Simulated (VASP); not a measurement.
Here is a VASP 6.6.1 calculation.

File INCAR:

```
ALGO = Normal ; EDIFF = 1E-6
ENCUT = 500 ; GGA_COMPAT = F
ISIF = 2 ; ISMEAR = 0
LASPH = T ; LCHARG = F
LREAL = F ; LWAVE = F
NBANDS = 18 ; NELM = 120
PREC = Accurate ; SIGMA = 0.1
```

The input KPOINTS:

```
k-points
0
Gamma
  6 6 6
```

File POSCAR:

```
TiAu
1.0
    3.1885870431      0.0000000000      0.0000000000
    0.0000000000      3.1885870431      0.0000000000
    0.0000000000      0.0000000000      3.1885870431
Ti Au
1 1
Direct
    0.5000000000      0.5000000000      0.5000000000
    0.0000000000      0.0000000000      0.0000000000
```

Potentials or basis: VASP PAW LDA potentials, release 64 (Ti_sv, Au).

Command:

```sh
$ cat potpaw_LDA.64/Ti_sv/POTCAR potpaw_LDA.64/Au/POTCAR > POTCAR
$ mpirun -np 1 vasp_std > vasp.out
```

Task: What does it give for the pressure?

Result: 0.6 GPa.
